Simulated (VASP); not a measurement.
# MoS2 (P6_3/mmc) in VASP: notebook

The runs below take MoS2 through electric field gradients, with PBE.

Everything below comes from runs of VASP 6.6.1. Logs are shortened: lines on timing, memory, paths and dates and some standing lists are left out, and cuts for length are marked.

### 1 The cell of the first run

The structure is hexagonal, space group P6_3/mmc (No. 194). Conventional cell: a = 3.161 Å, b = 3.161 Å, c = 12.049 Å, α = 90.00°, β = 90.00°, γ = 120.00°. Mo (site symmetry -6m2) has 6 S at 2.35 Å and 6 Mo at 3.16 Å within 3.2 Å. S (site symmetry 3m) has 3 Mo at 2.35 Å and 7 S at 2.95 to 3.16 Å within 3.2 Å.

### 2 Electric field gradients, PBE (zz strain of -2 %)

Contents of INCAR:

```
SYSTEM = MoS2
  PREC = Accurate
  ENCUT = 520
  EDIFF = 1E-8
  ISMEAR = -1
  SIGMA = 0.03
  LREAL = .FALSE.
  LASPH = .TRUE.
  NELM = 100
  ALGO = Normal
  ISIF = 2
  LWAVE = .FALSE.
  LCHARG = .FALSE.
  GGA = PE
  LEFG = .TRUE.
  NBANDS = 35
```

Contents of KPOINTS:

```
regular mesh
0
G
  10 10 3
  0 0 0
```

Contents of POSCAR:

```
MoS2
1.0
    3.1610016016      0.0000000000      0.0000000000
   -1.5805008008      2.7375076884      0.0000000000
    0.0000000000      0.0000000000     12.0491000000
Mo S
2 4
Direct
    0.3333333333      0.6666666667      0.2500000000
    0.6666666667      0.3333333333      0.7500000000
    0.3333333333      0.6666666667      0.6275000000
    0.6666666667      0.3333333333      0.1275000000
    0.3333333333      0.6666666667      0.8725000000
    0.6666666667      0.3333333333      0.3725000000
```

Potentials or basis: VASP PAW PBE potentials, release 64 (Mo_sv, S).

Launch:

```console
cat potpaw_PBE.64/Mo_sv/POTCAR potpaw_PBE.64/S/POTCAR > POTCAR
mpirun -np 1 vasp_std > vasp.out
```

OUTCAR:

```text
SYSTEM = MoS2
   PREC = Accurate
   ENCUT = 520
   EDIFF = 1E-8
   ISMEAR = -1
   LREAL = .FALSE.
   LASPH = .TRUE.
   NELM = 100
   ISIF = 2
   GGA = PE

 ion  position               nearest neighbor table
   1  0.333  0.667  0.250-   4 2.35   6 2.35   4 2.35   6 2.35   4 2.35   6 2.35
   2  0.667  0.333  0.750-   3 2.35   5 2.35   3 2.35   5 2.35   3 2.35   5 2.35
   3  0.333  0.667  0.627-   2 2.35   2 2.35   2 2.35
   4  0.667  0.333  0.127-   1 2.35   1 2.35   1 2.35
   5  0.333  0.667  0.873-   2 2.35   2 2.35   2 2.35
   6  0.667  0.333  0.373-   1 2.35   1 2.35   1 2.35

  LATTYP: Found a hexagonal cell.
 ALAT       =     3.1610016016
 C/A-ratio  =     3.8117981319

  Lattice vectors:

 A1 = (   3.1610016016,   0.0000000000,   0.0000000000)
 A2 = (  -1.5805008008,   2.7375076884,   0.0000000000)
 A3 = (   0.0000000000,   0.0000000000,  12.0491000000)

Analysis of symmetry for initial positions (statically):
=====================================================================
 Subroutine PRICEL returns:
 Original cell was already a primitive cell.

 Routine SETGRP: Setting up the symmetry group for a
 hexagonal supercell.

 Subroutine GETGRP returns: Found 24 space group operations
 (whereof 12 operations were pure point group operations)
 out of a pool of 24 trial point group operations.

The static configuration has the point symmetry D_3d.
 The point group associated with its full space group is D_6h.

Analysis of symmetry for dynamics (positions and initial velocities):
=====================================================================
 Subroutine PRICEL returns:
 Original cell was already a primitive cell.

 Routine SETGRP: Setting up the symmetry group for a
 hexagonal supercell.

 Subroutine GETGRP returns: Found 24 space group operations
 (whereof 12 operations were pure point group operations)
 out of a pool of 24 trial point group operations.

The dynamic configuration has the point symmetry D_3d.
 The point group associated with its full space group is D_6h.

 Subroutine INISYM returns: Found 24 space group operations
 (whereof 12 operations are pure point group operations),
 and found     1 'primitive' translations

----------------------------------------------------------------------------------------

                                     Primitive cell

  volume of cell :     104.2641

  direct lattice vectors                    reciprocal lattice vectors
     3.161001602  0.000000000  0.000000000     0.316355423  0.182647889  0.000000000
    -1.580500801  2.737507688  0.000000000     0.000000000  0.365295778  0.000000000
     0.000000000  0.000000000 12.049100000     0.000000000  0.000000000  0.082993751

  length of vectors
     3.161001602  3.161001602 12.049100000     0.365295778  0.365295778  0.082993751

  position of ions in fractional coordinates (direct lattice)
     0.333333333  0.666666667  0.250000000
     0.666666667  0.333333333  0.750000000
     0.333333333  0.666666667  0.627500000
     0.666666667  0.333333333  0.127500000
     0.333333333  0.666666667  0.872500000
     0.666666667  0.333333333  0.372500000

  ion indices of the primitive-cell ions
   primitive index   ion index
                 1           1
                 2           2
                 3           3
                 4           4
                 5           5
                 6           6

----------------------------------------------------------------------------------------

 KPOINTS: regular mesh

Automatic generation of k-mesh.
 Grid dimensions read from file:
 generate k-points for:   10   10    3

 Generating k-lattice:

  Cartesian coordinates                     Fractional coordinates (reciprocal lattice)
     0.031635542  0.018264789  0.000000000     0.100000000 -0.000000000  0.000000000
     0.000000000  0.036529578  0.000000000     0.000000000  0.100000000  0.000000000
     0.000000000  0.000000000  0.027664584     0.000000000  0.000000000  0.333333333

  Length of vectors
     0.036529578  0.036529578  0.027664584

  Shift w.r.t. Gamma in fractional coordinates (k-lattice)
     0.000000000  0.000000000  0.000000000

 Subroutine IBZKPT returns following result:
 ===========================================

 Found     28 irreducible k-points:

 Following reciprocal coordinates:
            Coordinates               Weight
  0.000000  0.000000  0.000000      1.000000
  0.100000  0.000000  0.000000      6.000000
  0.200000  0.000000  0.000000      6.000000
  0.300000  0.000000  0.000000      6.000000
  0.400000 -0.000000  0.000000      6.000000
  0.500000  0.000000  0.000000      3.000000
[... 16 lines left out ...]
  0.300000  0.100000  0.333333     24.000000
  0.400000  0.100000  0.333333     24.000000
 [... further k-points ...]
   k-points           NKPTS =     28   k-points in BZ     NKDIM =     28   number of bands    NBANDS=     35
   number of dos      NEDOS =    301   number of ions     NIONS =      6
   total plane-waves  NPLWV =  51840
   dimension x,y,z NGX =    24 NGY =   24 NGZ =   90
   dimension x,y,z NGXF=    48 NGYF=   48 NGZF=  180
   ions per type =               2   4
   NGX,Y,Z   is equivalent  to a cutoff of  12.62, 12.62, 12.42 a.u.
   NGXF,Y,Z  is equivalent  to a cutoff of  25.24, 25.24, 24.84 a.u.
 SYSTEM =  MoS2
   PREC   = accura    normal or accurate (medium, high low for compatibility)
   ISTART =      0    job   : 0-new  1-cont  2-samecut
   ICHARG =      2    charge: 1-file 2-atom 10-const
   ISPIN  =      1    spin polarized calculation?
   LNONCOLLINEAR =      F non collinear calculations
   LSORBIT =      F    spin-orbit coupling
   LASPH  =      T    aspherical Exc in radial PAW
   ENCUT  =  520.0 eV  38.22 Ry    6.18 a.u.   5.88  5.88 22.40*2*pi/ulx,y,z
   NELM   =    100;   NELMIN=  2; NELMDL= -5     # of ELM steps
   EDIFF  = 0.1E-07   stopping-criterion for ELM
   LREAL  =      F    real-space projection
   EDIFFG = 0.1E-06   stopping-criterion for IOM
   NSW    =      0    number of steps for IOM
   IBRION =     -1    ionic relax: 0-MD 1-quasi-New 2-CG
   NFREE  =      0    steps in history (QN), initial steepest desc. (CG)
   ISIF   =      2    stress and relaxation
   ISYM   =      2    0-nonsym 1-usesym 2-fastsym
   POTIM  = 0.5000    time-step for ionic-motion
   TEBEG  =    0.0;   TEEND  =   0.0 temperature during run
   PSTRESS=    0.0 pullay stress
   NELECT =      52.0000    total number of electrons
   NUPDOWN=      -1.0000    fix difference up-down
   EMIN   =  10.00;   EMAX   =-10.00  energy-range for DOS
   EFERMI =   0.00;   METHOD = LEGACY
   ISMEAR =    -1;   SIGMA  =   0.03  broadening in eV -4-tet -1-fermi 0-gaus
   EFERMI_NEDOS =   21; number of points for ismear=-14 and -15
   IALGO  =     38    algorithm
   IMIX   =      4    mixing-type and parameters
     AMIX     =   0.40;   BMIX     =  1.00
     AMIX_MAG =   1.60;   BMIX_MAG =  1.00
  volume/ion in A,a.u.               =      17.38       117.27
  Fermi-wavevector in a.u.,A,eV,Ry     =   1.298268  2.453371 22.932621  1.685500
  Thomas-Fermi vector in A             =   2.429607
   LORBIT       =      0    0 simple, 1 ext, 2 COOP (PROOUT), +10 PAW based schemes
   GGA     = PE    functional components
   LHFCALC =     F    Hartree Fock is set to
   AEXX    =    0.0000 exact exchange contribution
   IVDW    =     0    specifies the selected vdW correction
   LEPSILON=     F    determine dielectric tensor
   LRPA    =     F    only Hartree local field effects (RPA)
 non-spin polarized calculation
  energy-cutoff  :      520.00
  volume of cell :      104.26
 maximum number of plane-waves:      2824
 NGX is ok and might be reduce to    24
   NGX = 11   NGY = 11   NGZ = 45

 number of electron      51.9999999 magnetization

 Free energy of the ion-electron system (eV)
  ---------------------------------------------------
  ext. energy  EPLUGINS =         0.00000000
  ---------------------------------------------------
  free energy    TOTEN  =       -43.25006523 eV

  energy without entropy =      -43.25006451  energy(sigma->0) =      -43.25006487

 E-fermi :   8.4276     XC(G=0): -10.8865

 val. band max:        8.1636511139   @ k =   0.0000   0.0000   0.0000
 cond. band min:       8.7841956344   @ k =   0.3000   0.3000   0.0000
 fundamental gap:      0.6205445205
 Fermi energy:         8.4275573939

 k-point     1 :       0.0000    0.0000    0.0000
  band No.  band energies     occupation
      1     -53.6439      2.00000
      2     -53.6439      2.00000
      3     -27.8273      2.00000
      4     -27.8272      2.00000
      5     -27.6220      2.00000
      6     -27.6220      2.00000
[... 27 lines left out ...]
     34      10.5734      0.00000
     35      13.2960      0.00000

 k-point     2 :       0.1000    0.0000    0.0000
  band No.  band energies     occupation
      1     -53.6398      2.00000
      2     -53.6398      2.00000
      3     -27.8189      2.00000
      4     -27.8188      2.00000
      5     -27.6639      2.00000
      6     -27.6639      2.00000
[... 27 lines left out ...]
     34      10.3976      0.00000
     35      13.9846      0.00000

 k-point     3 :       0.2000    0.0000    0.0000
  band No.  band energies     occupation
      1     -53.6290      2.00000
      2     -53.6290      2.00000
      3     -27.7968      2.00000
      4     -27.7967      2.00000
      5     -27.7724      2.00000
      6     -27.7723      2.00000
[... 27 lines left out ...]
     34      10.9880      0.00000
     35      15.3375      0.00000
[... 723 lines left out ...]
 k-point    23 :       0.3000    0.1000    0.3333
  band No.  band energies     occupation
      1     -53.6082      2.00000
      2     -53.6082      2.00000
      3     -27.9588      2.00000
      4     -27.9588      2.00000
      5     -27.7540      2.00000
      6     -27.7540      2.00000
[... 27 lines left out ...]
     34      12.0113      0.00000
     35      14.8351      0.00000

 k-point    24 :       0.4000    0.1000    0.3333
  band No.  band energies     occupation
      1     -53.6007      2.00000
      2     -53.6007      2.00000
      3     -28.0260      2.00000
      4     -28.0260      2.00000
      5     -27.7421      2.00000
      6     -27.7421      2.00000
[... 27 lines left out ...]
     34      11.9146      0.00000
     35      13.8483      0.00000

 [... further k-points ...]
[... 5 lines left out ...]
  --------------------------------------------------------------------------------------
  -------------------------------------------------------------------------------------
  Total        5.9059566      5.9059566     12.8251290      0.0000000      0.0000000      0.0000000
  in kB       90.7540813     90.7540813    197.0777762      0.0000000      0.0000000      0.0000000
  external PRESSURE =     126.1953130 kB  Pullay stress =       0.0000000 kB

 VOLUME and BASIS-vectors are now :
 -----------------------------------------------------------------------------
  energy-cutoff  :      520.00
  volume of cell :      104.26
      direct lattice vectors                 reciprocal lattice vectors
     3.161001602  0.000000000  0.000000000     0.316355423  0.182647889  0.000000000
    -1.580500801  2.737507688  0.000000000     0.000000000  0.365295778  0.000000000
     0.000000000  0.000000000 12.049100000     0.000000000  0.000000000  0.082993751

 POSITION                                       TOTAL-FORCE (eV/Angst)
 -----------------------------------------------------------------------------------
     -0.00000      1.82501      3.01227         0.000000     -0.000000     -0.000000
      1.58050      0.91250      9.03683         0.000000      0.000000     -0.000000
     -0.00000      1.82501      7.56081         0.000000     -0.000000     -1.856914
      1.58050      0.91250      1.53626        -0.000000      0.000000     -1.856914
     -0.00000      1.82501     10.51284         0.000000     -0.000000      1.856914
      1.58050      0.91250      4.48829        -0.000000      0.000000      1.856914
 -----------------------------------------------------------------------------------
    total drift:                               -0.000000      0.000000     -0.000000

  FREE ENERGIE OF THE ION-ELECTRON SYSTEM (eV)
  ---------------------------------------------------
  free  energy   TOTEN  =       -43.2500652306 eV

  energy  without entropy=      -43.2500645053  energy(sigma->0) =      -43.25006487

 Electric field gradients (V/A^2)
---------------------------------------------------------------------
 ion       V_xx      V_yy      V_zz      V_xy      V_xz      V_yz
---------------------------------------------------------------------
   1      50.850    50.849  -101.698    -0.001     0.000    -0.000
   2      50.850    50.849  -101.698    -0.001    -0.000     0.000
   3      33.013    33.014   -66.027     0.000     0.000    -0.000
   4      33.013    33.014   -66.027     0.000    -0.000     0.000
   5      33.013    33.014   -66.027     0.000    -0.000     0.000
   6      33.013    33.014   -66.027     0.000     0.000    -0.000
---------------------------------------------------------------------

 Electric field gradients after diagonalization (V/A^2)
 (convention: |V_zz| > |V_xx| > |V_yy|)
----------------------------------------------------------------------
 ion       V_xx      V_yy      V_zz     asymmetry (V_yy - V_xx)/ V_zz
----------------------------------------------------------------------
   1      50.850    50.848  -101.698       0.000
   2      50.850    50.848  -101.698       0.000
   3      33.014    33.013   -66.027       0.000
   4      33.014    33.013   -66.027       0.000
   5      33.014    33.013   -66.027       0.000
   6      33.014    33.013   -66.027       0.000
----------------------------------------------------------------------

           NMR quadrupolar parameters

 Cq : quadrupolar parameter    Cq=e*Q*V_zz/h
 eta: asymmetry parameters     (V_yy - V_xx)/ V_zz
 Q  : nuclear electric quadrupole moment in mb (millibarn)
----------------------------------------------------------------------
 ion       Cq(MHz)       eta       Q (mb)
----------------------------------------------------------------------
   1      -0.246       0.000       1.000
   2      -0.246       0.000       1.000
   3      -0.160       0.000       1.000
   4      -0.160       0.000       1.000
   5      -0.160       0.000       1.000
   6      -0.160       0.000       1.000
----------------------------------------------------------------------
```

Wall time 2.4 min (1 thread of Intel Xeon 8259CL, shared host); peak memory 0.26 GiB.

Results:

* Free energy: -43.2501 eV
* Pressure: 12.6 GPa
* Largest force: 1.857 eV/Å
* Band gap on the k mesh: 0.62 eV (least direct gap 1.83 eV)
* Largest electric field gradient by atom: Mo -101.7; S -66.0 V/Å²

Forces on the atoms (eV/Å):
```
Mo   0.000  0.000  0.000
Mo   0.000  0.000  0.000
S    0.000  0.000 -1.857
S    0.000  0.000 -1.857
S    0.000  0.000  1.857
S    0.000  0.000  1.857
```

Electric field gradients, principal values (V/Å²):
| atom | least | middle | greatest (by size) |
| --- | --- | --- | --- |
| 1 Mo | 50.848 | 50.850 | -101.698 |
| 2 Mo | 50.848 | 50.850 | -101.698 |
| 3 S | 33.013 | 33.014 | -66.027 |
| 4 S | 33.013 | 33.014 | -66.027 |
| 5 S | 33.013 | 33.014 | -66.027 |
| 6 S | 33.013 | 33.014 | -66.027 |

Caveat: the cell differs from its parent crystal (zz strain of -2 %); the stress differs along the axes, from 9 to 20 GPa; semilocal functionals underestimate gaps, and a narrow one can read as zero; without QUAD_EFG the Cq values of the log hold for a quadrupole moment of 1 mb, not for the nuclei; this functional lacks dispersion, which binds layers or chains, so the pressure and a relaxed spacing across them are unreliable; forces of over 1 eV/Å act on the atoms, so gaps and moduli don't describe the material at rest.

(Continued in part 2 of 2.)
